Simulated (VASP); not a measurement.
Here is a VASP 6.6.1 calculation.

INCAR

```
PREC = Accurate ; ENCUT = 520
EDIFF = 1E-7 ; ISMEAR = -1
SIGMA = 0.05 ; LREAL = False
LASPH = True ; NELM = 60
ALGO = Normal ; ISIF = 2
LWAVE = False ; LCHARG = True
GGA = PE ; LELF = True
LVHAR = True ; NBANDS = 30
```

The input KPOINTS:

```
regular mesh
0
Gamma
  6 6 6
```

The input POSCAR:

```
RbMgNbO3
1.0
    4.1075982116     -3.2211924148      0.0000000000
    4.1075982116      3.2211924148      0.0000000000
   -1.5785830165      0.0000000000      4.9759404912
Nb Rb Mg O
1 1 1 3
Direct
    0.0905970000      0.0943600000      0.9111140000
    0.4953620000      0.4977080000      0.5016790000
    0.8321700000      0.8258180000      0.1537120000
    0.4342450000      0.9332280000      0.0700930000
    0.9452930000      0.4369300000      0.0617440000
    0.9394540000      0.9376170000      0.5653720000
```

Potentials or basis: VASP PAW PBE potentials, release 64 (Nb_sv, Rb_sv, Mg, O).

The run is started by

```sh
$ cat potpaw_PBE.64/Nb_sv/POTCAR potpaw_PBE.64/Rb_sv/POTCAR potpaw_PBE.64/Mg/POTCAR potpaw_PBE.64/O/POTCAR > POTCAR
$ mpirun -np 1 vasp_std > vasp.out
```

**Question.** Predict the largest force.

**Answer.** 1.272 eV/Å.

**Question.** What does it give for the band gap on the k mesh?

**Answer.** 2.02 eV (least direct gap 2.03 eV).

**Question.** What does it give for the pressure?

**Answer.** -0.2 GPa.

Stress tensor (GPa, compression positive):
```
 1.70  0.80 -1.53
 0.80 -0.62  0.84
-1.53  0.84 -1.71
```

Caveat: the cell differs from its parent crystal (atoms moved at random); forces of over 1 eV/Å act on the atoms, so gaps and moduli don't describe the material at rest. A k mesh can miss the band edges.
